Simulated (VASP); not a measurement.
# SiSe4 (Im-3m) in VASP: settings compared

Aim: see how the results for SiSe4 move with the level of theory and the settings. Levels: PBE, LDA. Tasks: single point.

Program: VASP 6.6.1. These are calculated values, not measurements. Logs are shortened: lines on timing, memory, paths and dates and some standing lists are left out, and cuts for length are marked.

## 1. The cell of the first run

Symmetry: Im-3m, No. 229, cubic system. Conventional cell: a = 6.306 Å, b = 6.306 Å, c = 6.306 Å, α = 90.00°, β = 90.00°, γ = 90.00°. Within 3.6 Å of Si (site symmetry m-3m) lie 8 Se at 2.73 Å. Within 3.6 Å of Se (site symmetry -3m) lie 2 Si at 2.73 Å and 6 Se at 3.15 Å.

The cell was generated, and may not be a known phase.

## 2. Single point, PBE

File INCAR:

```
SYSTEM = SiSe4
PREC = Accurate
ENCUT = 520
EDIFF = 1E-6
ISMEAR = 0
SIGMA = 0.1
LREAL = .False.
LASPH = .True.
NELM = 100
ALGO = Normal
ISIF = 2
LWAVE = .False.
LCHARG = .False.
GGA = PE
NBANDS = 22
```

File KPOINTS:

```
regular mesh
0
Gamma
  4 4 4
  0 0 0
```

File POSCAR:

```
SiSe4
1.0
   -3.1530302200      3.1530302200      3.1530302200
    3.1530302200     -3.1530302200      3.1530302200
    3.1530302200      3.1530302200     -3.1530302200
Si Se
1 4
Direct
    0.0000000000      0.0000000000      0.0000000000
    0.0000000000      0.0000000000      0.5000000000
    0.0000000000      0.5000000000      0.0000000000
    0.5000000000      0.0000000000      0.0000000000
    0.5000000000      0.5000000000      0.5000000000
```

Potentials or basis: VASP PAW PBE potentials, release 64 (Si, Se).

Started as:

```sh
cat potpaw_PBE.64/Si/POTCAR potpaw_PBE.64/Se/POTCAR > POTCAR
mpirun -np 1 vasp_std > vasp.out
```

OUTCAR:

```text
SYSTEM = SiSe4
   PREC = Accurate
   ENCUT = 520
   EDIFF = 1E-6
   ISMEAR = 0
   LREAL = .False.
   LASPH = .True.
   NELM = 100
   ISIF = 2
   GGA = PE

 ion  position               nearest neighbor table
   1  0.000  0.000  0.000-   2 2.73   3 2.73   4 2.73   5 2.73   2 2.73   3 2.73   4 2.73   5 2.73

   2  0.000  0.000  0.500-   1 2.73   1 2.73
   3  0.000  0.500  0.000-   1 2.73   1 2.73
   4  0.500  0.000  0.000-   1 2.73   1 2.73
   5  0.500  0.500  0.500-   1 2.73   1 2.73

  LATTYP: Found a body centered cubic cell.
 ALAT       =     6.3060604400

  Lattice vectors:

 A1 = (  -3.1530302200,   3.1530302200,   3.1530302200)
 A2 = (   3.1530302200,  -3.1530302200,   3.1530302200)
 A3 = (   3.1530302200,   3.1530302200,  -3.1530302200)

Analysis of symmetry for initial positions (statically):
=====================================================================
 Subroutine PRICEL returns:
 Original cell was already a primitive cell.

 Routine SETGRP: Setting up the symmetry group for a
 body centered cubic supercell.

 Subroutine GETGRP returns: Found 48 space group operations
 (whereof 48 operations were pure point group operations)
 out of a pool of 48 trial point group operations.

The static configuration has the point symmetry O_h .

Analysis of symmetry for dynamics (positions and initial velocities):
=====================================================================
 Subroutine PRICEL returns:
 Original cell was already a primitive cell.

 Routine SETGRP: Setting up the symmetry group for a
 body centered cubic supercell.

 Subroutine GETGRP returns: Found 48 space group operations
 (whereof 48 operations were pure point group operations)
 out of a pool of 48 trial point group operations.

The dynamic configuration has the point symmetry O_h .

 Subroutine INISYM returns: Found 48 space group operations
 (whereof 48 operations are pure point group operations),
 and found     1 'primitive' translations

----------------------------------------------------------------------------------------

                                     Primitive cell

  volume of cell :     125.3847

  direct lattice vectors                    reciprocal lattice vectors
    -3.153030220  3.153030220  3.153030220     0.000000000  0.158577611  0.158577611
     3.153030220 -3.153030220  3.153030220     0.158577611  0.000000000  0.158577611
     3.153030220  3.153030220 -3.153030220     0.158577611  0.158577611  0.000000000

  length of vectors
     5.461208539  5.461208539  5.461208539     0.224262608  0.224262608  0.224262608

  position of ions in fractional coordinates (direct lattice)
     0.000000000  0.000000000  0.000000000
     0.000000000  0.000000000  0.500000000
     0.000000000  0.500000000  0.000000000
     0.500000000  0.000000000  0.000000000
     0.500000000  0.500000000  0.500000000

  ion indices of the primitive-cell ions
   primitive index   ion index
                 1           1
                 2           2
                 3           3
                 4           4
                 5           5

----------------------------------------------------------------------------------------

 KPOINTS: regular mesh

Automatic generation of k-mesh.
 Grid dimensions read from file:
 generate k-points for:    4    4    4

 Generating k-lattice:

  Cartesian coordinates                     Fractional coordinates (reciprocal lattice)
     0.000000000  0.039644403  0.039644403     0.250000000  0.000000000  0.000000000
     0.039644403  0.000000000  0.039644403     0.000000000  0.250000000  0.000000000
     0.039644403  0.039644403  0.000000000     0.000000000  0.000000000  0.250000000

  Length of vectors
     0.056065652  0.056065652  0.056065652

  Shift w.r.t. Gamma in fractional coordinates (k-lattice)
     0.000000000  0.000000000  0.000000000

 Subroutine IBZKPT returns following result:
 ===========================================

 Found      8 irreducible k-points:

 Following reciprocal coordinates:
            Coordinates               Weight
  0.000000  0.000000  0.000000      1.000000
  0.250000  0.000000  0.000000     12.000000
  0.500000  0.000000  0.000000      6.000000
  0.250000  0.250000  0.000000     24.000000
  0.250000  0.250000  0.250000      2.000000
 -0.250000  0.250000  0.250000      6.000000
  0.500000  0.500000  0.250000     12.000000
  0.500000  0.500000  0.500000      1.000000
   k-points           NKPTS =      8   k-points in BZ     NKDIM =      8   number of bands    NBANDS=     22
   number of dos      NEDOS =    301   number of ions     NIONS =      5
   total plane-waves  NPLWV =  74088
   dimension x,y,z NGX =    42 NGY =   42 NGZ =   42
   dimension x,y,z NGXF=    84 NGYF=   84 NGZF=   84
   ions per type =               1   4
   NGX,Y,Z   is equivalent  to a cutoff of  12.79, 12.79, 12.79 a.u.
   NGXF,Y,Z  is equivalent  to a cutoff of  25.57, 25.57, 25.57 a.u.
 SYSTEM =  SiSe4
   PREC   = accura    normal or accurate (medium, high low for compatibility)
   ISTART =      0    job   : 0-new  1-cont  2-samecut
   ICHARG =      2    charge: 1-file 2-atom 10-const
   ISPIN  =      1    spin polarized calculation?
   LNONCOLLINEAR =      F non collinear calculations
   LSORBIT =      F    spin-orbit coupling
   LASPH  =      T    aspherical Exc in radial PAW
   ENCUT  =  520.0 eV  38.22 Ry    6.18 a.u.  10.15 10.15 10.15*2*pi/ulx,y,z
   NELM   =    100;   NELMIN=  2; NELMDL= -5     # of ELM steps
   EDIFF  = 0.1E-05   stopping-criterion for ELM
   LREAL  =      F    real-space projection
   EDIFFG = 0.1E-04   stopping-criterion for IOM
   NSW    =      0    number of steps for IOM
   IBRION =     -1    ionic relax: 0-MD 1-quasi-New 2-CG
   NFREE  =      0    steps in history (QN), initial steepest desc. (CG)
   ISIF   =      2    stress and relaxation
   ISYM   =      2    0-nonsym 1-usesym 2-fastsym
   POTIM  = 0.5000    time-step for ionic-motion
   TEBEG  =    0.0;   TEEND  =   0.0 temperature during run
   PSTRESS=    0.0 pullay stress
   NELECT =      28.0000    total number of electrons
   NUPDOWN=      -1.0000    fix difference up-down
   EMIN   =  10.00;   EMAX   =-10.00  energy-range for DOS
   EFERMI =   0.00;   METHOD = LEGACY
   ISMEAR =     0;   SIGMA  =   0.10  broadening in eV -4-tet -1-fermi 0-gaus
   EFERMI_NEDOS =   21; number of points for ismear=-14 and -15
   IALGO  =     38    algorithm
   IMIX   =      4    mixing-type and parameters
     AMIX     =   0.40;   BMIX     =  1.00
     AMIX_MAG =   1.60;   BMIX_MAG =  1.00
  volume/ion in A,a.u.               =      25.08       169.23
  Fermi-wavevector in a.u.,A,eV,Ry     =   0.993221  1.876916 13.421993  0.986489
  Thomas-Fermi vector in A             =   2.125088
   LORBIT       =      0    0 simple, 1 ext, 2 COOP (PROOUT), +10 PAW based schemes
   GGA     = PE    functional components
   LHFCALC =     F    Hartree Fock is set to
   AEXX    =    0.0000 exact exchange contribution
   IVDW    =     0    specifies the selected vdW correction
   LEPSILON=     F    determine dielectric tensor
   LRPA    =     F    only Hartree local field effects (RPA)
 non-spin polarized calculation
 Gauss-broadening in eV      SIGMA  =   0.10
  energy-cutoff  :      520.00
  volume of cell :      125.38
 maximum number of plane-waves:      3408
 NGX is ok and might be reduce to    42
   NGX = 21   NGY = 21   NGZ = 21

 number of electron      27.9999995 magnetization

 Free energy of the ion-electron system (eV)
  ---------------------------------------------------
  ext. energy  EPLUGINS =         0.00000000
  ---------------------------------------------------
  free energy    TOTEN  =       -16.98919249 eV

  energy without entropy =      -16.95231064  energy(sigma->0) =      -16.97075156

 E-fermi :   3.4330     XC(G=0):  -9.2130

 val. band max:        3.3847043759   @ k =   0.5000   0.5000   0.2500
 cond. band min:       3.4340255263   @ k =   0.5000   0.5000   0.2500
 fundamental gap:      0.0493211504
 Fermi energy:         3.4329720547

 k-point     1 :       0.0000    0.0000    0.0000
  band No.  band energies     occupation
      1     -11.3043      2.00000
      2      -8.6348      2.00000
      3      -8.6348      2.00000
      4      -8.6348      2.00000
      5      -2.2998      2.00000
      6      -2.2998      2.00000
[... 14 lines left out ...]
     21       9.9412      0.00000
     22       9.9412      0.00000

 k-point     2 :       0.2500    0.0000    0.0000
  band No.  band energies     occupation
      1     -10.9928      2.00000
      2      -9.1046      2.00000
      3      -8.7576      2.00000
      4      -8.6967      2.00000
      5      -3.7180      2.00000
      6      -2.2063      2.00000
[... 14 lines left out ...]
     21       8.6585      0.00000
     22       9.9896      0.00000

 k-point     3 :       0.5000    0.0000    0.0000
  band No.  band energies     occupation
      1     -10.2769      2.00000
      2      -9.9840      2.00000
      3      -8.8699      2.00000
      4      -8.7563      2.00000
      5      -4.1301      2.00000
      6      -2.1230      2.00000
[... 14 lines left out ...]
     21      10.2486      0.00000
     22      10.3215      0.00000

 k-point     4 :       0.2500    0.2500    0.0000
  band No.  band energies     occupation
      1     -10.4249      2.00000
      2      -9.4989      2.00000
      3      -9.3918      2.00000
      4      -8.5880      2.00000
      5      -4.1878      2.00000
      6      -1.3664      2.00000
[... 14 lines left out ...]
     21       9.7365      0.00000
     22       9.9535      0.00000

 k-point     5 :       0.2500    0.2500    0.2500
  band No.  band energies     occupation
      1      -9.9039      2.00000
      2      -9.4555      2.00000
      3      -9.4555      2.00000
      4      -9.4555      2.00000
      5      -3.5527      2.00000
      6      -0.4657      2.00000
[... 14 lines left out ...]
     21      11.4726      0.00000
     22      11.4732      0.00000

 k-point     6 :      -0.2500    0.2500    0.2500
  band No.  band energies     occupation
      1     -10.7128      2.00000
      2      -9.3252      2.00000
      3      -9.3252      2.00000
      4      -8.1476      2.00000
      5      -4.8022      2.00000
      6      -1.0404      2.00000
[... 14 lines left out ...]
     21       8.7235      0.00000
     22       9.0914      0.00000

 k-point     7 :       0.5000    0.5000    0.2500
  band No.  band energies     occupation
      1     -10.0842      2.00000
      2      -9.9178      2.00000
      3      -9.5665      2.00000
      4      -7.9344      2.00000
      5      -5.3473      2.00000
      6      -1.0888      2.00000
[... 14 lines left out ...]
     21      10.6558      0.00000
     22      10.8051      0.00000

 k-point     8 :       0.5000    0.5000    0.5000
  band No.  band energies     occupation
      1      -9.8485      2.00000
      2      -9.8485      2.00000
      3      -9.8485      2.00000
      4      -7.5256      2.00000
      5      -6.1614      2.00000
      6      -1.5436      2.00000
[... 14 lines left out ...]
     21      11.3413      0.00000
     22      11.3413      0.00000

------------------------ aborting loop because EDIFF is reached ----------------------------------------

  FORCE on cell =-STRESS in cart. coord.  units (eV):
  Direction    XX          YY          ZZ          XY          YZ          ZX
  --------------------------------------------------------------------------------------
  -------------------------------------------------------------------------------------
  Total       -3.0945800     -3.0945800     -3.0945800      0.0000000     -0.0000000      0.0000000
  in kB      -39.5428445    -39.5428445    -39.5428445      0.0000000     -0.0000000      0.0000000
  external PRESSURE =     -39.5428445 kB  Pullay stress =       0.0000000 kB

 VOLUME and BASIS-vectors are now :
 -----------------------------------------------------------------------------
  energy-cutoff  :      520.00
  volume of cell :      125.38
      direct lattice vectors                 reciprocal lattice vectors
    -3.153030220  3.153030220  3.153030220     0.000000000  0.158577611  0.158577611
     3.153030220 -3.153030220  3.153030220     0.158577611  0.000000000  0.158577611
     3.153030220  3.153030220 -3.153030220     0.158577611  0.158577611  0.000000000

 POSITION                                       TOTAL-FORCE (eV/Angst)
 -----------------------------------------------------------------------------------
      0.00000      0.00000      0.00000         0.000000     -0.000000     -0.000000
      1.57652      1.57652     -1.57652         0.000000     -0.000000      0.000000
      1.57652     -1.57652      1.57652         0.000000      0.000000     -0.000000
     -1.57652      1.57652      1.57652        -0.000000      0.000000      0.000000
      1.57652      1.57652      1.57652         0.000000     -0.000000      0.000000
 -----------------------------------------------------------------------------------
    total drift:                               -0.000000     -0.000000      0.000000

  FREE ENERGIE OF THE ION-ELECTRON SYSTEM (eV)
  ---------------------------------------------------
  free  energy   TOTEN  =       -16.9891924892 eV

  energy  without entropy=      -16.9523106396  energy(sigma->0) =      -16.97075156
```

It took 16 s on 1 thread of AMD EPYC 9R45 (Zen 5), shared host; peak memory 0.21 GiB.

What came out:

* Free energy: -16.9892 eV
* Pressure: -4.0 GPa
* Band gap on the k mesh: zero (bands 14 and 15 overlap by 2.34 eV)

Caveat: the cell stands under tension.

## 3. Single point, PBE

This run uses another cell than the first one, of 23.06 Å³/atom.

File INCAR:

```
SYSTEM = SiSe4
PREC     = Accurate       ! precision mode
ENCUT    = 520            ! plane-wave cutoff, eV
EDIFF    = 1E-6           ! SCF threshold, eV
ISMEAR   = 0              ! smearing method
SIGMA    = 0.1            ! smearing width, eV
LREAL    = .FALSE.        ! projectors in reciprocal space
LASPH    = .TRUE.         ! aspherical terms in the spheres
NELM     = 100            ! most SCF steps
ALGO     = Normal         ! electronic algorithm
ISIF     = 2              ! what is computed and relaxed
LWAVE    = .FALSE.        ! write WAVECAR
LCHARG   = .FALSE.        ! write CHGCAR
GGA      = PE             ! functional
NBANDS   = 22             ! bands
```

File KPOINTS:

```
regular mesh
0
G
  8 8 8
  0 0 0
```

POSCAR: that of step 2 with these lines changed.

```diff
@@ -2,5 +2,5 @@
 1.0
-   -3.1530302200      3.1530302200      3.1530302200
-    3.1530302200     -3.1530302200      3.1530302200
-    3.1530302200      3.1530302200     -3.1530302200
+   -3.0661255763      3.0661255763      3.0661255763
+    3.0661255763     -3.0661255763      3.0661255763
+    3.0661255763      3.0661255763     -3.0661255763
 Si Se
```

Potentials or basis: VASP PAW PBE potentials, release 64 (Si, Se).

Started as:

```sh
cat potpaw_PBE.64/Si/POTCAR potpaw_PBE.64/Se/POTCAR > POTCAR
mpirun -np 1 vasp_std > vasp.out
```

Wall time 37 s (1 thread of AMD EPYC 9R45 (Zen 5), shared host); peak memory 0.23 GiB.

Results (log left out):

* Free energy: -17.3042 eV
* Pressure: 0.0 GPa
* Band gap on the k mesh: zero (bands 14 and 15 overlap by 2.85 eV)

Levels at points of the mesh, in eV from the Fermi level:
```csv
k point,band 11,band 12,band 13,band 14,band 15,band 16,band 17,band 18
"(0.00, 0.00, 0.00)",-4.07,0.10,0.10,0.10,1.62,2.46,2.46,2.93
"(0.50, 0.00, 0.00)",-2.56,-2.33,-1.25,-1.21,0.20,1.09,1.12,1.20
"(0.50, 0.50, 0.50)",0.76,0.76,0.76,0.84,0.84,0.84,1.60,1.60
```

## 4. Single point, PBE

This run uses another cell than the first one, of 23.03 Å³/atom.

File INCAR:

```
SYSTEM = SiSe4
PREC = Accurate
ENCUT = 520
EDIFF = 1E-7
ISMEAR = 0
SIGMA = 0.1
LREAL = .False.
LASPH = .True.
NELM = 60
ALGO = Normal
ISIF = 2
LWAVE = .False.
LCHARG = .False.
GGA = PE
NBANDS = 22
```

File KPOINTS:

```
Automatic mesh
0
Gamma
  10 10 10
  0 0 0
```

POSCAR: that of step 3 with these lines changed.

```diff
@@ -2,5 +2,5 @@
 1.0
-   -3.0661255763      3.0661255763      3.0661255763
-    3.0661255763     -3.0661255763      3.0661255763
-    3.0661255763      3.0661255763     -3.0661255763
+   -3.0647287046      3.0647287046      3.0647287046
+    3.0647287046     -3.0647287046      3.0647287046
+    3.0647287046      3.0647287046     -3.0647287046
 Si Se
```

Started as:

```sh
cat potpaw_PBE.64/Si/POTCAR potpaw_PBE.64/Se/POTCAR > POTCAR
mpirun -np 1 vasp_std > vasp.out
```

It took 63 s on 1 thread of AMD EPYC 9R45 (Zen 5), shared host; peak memory 0.26 GiB.

The run converged. Its results:

* Free energy: -17.3078 eV
* Pressure: 0.1 GPa
* Band gap on the k mesh: zero (bands 14 and 15 overlap by 2.31 eV)

Levels at points of the mesh, in eV from the Fermi level:
| k point | band 12 | band 13 | band 14 | band 15 | band 16 | band 17 |
| --- | --- | --- | --- | --- | --- | --- |
| (0.00, 0.00, 0.00) | 0.09 | 0.09 | 0.09 | 1.61 | 2.45 | 2.45 |
| (0.50, 0.00, 0.00) | -2.34 | -1.27 | -1.22 | 0.20 | 1.08 | 1.13 |
| (0.50, 0.50, 0.50) | 0.76 | 0.76 | 0.83 | 0.83 | 0.83 | 1.59 |

(Part 1 of 2 ends here.)

The gap in the log of VASP goes by the Fermi energy; the results here count the filled bands.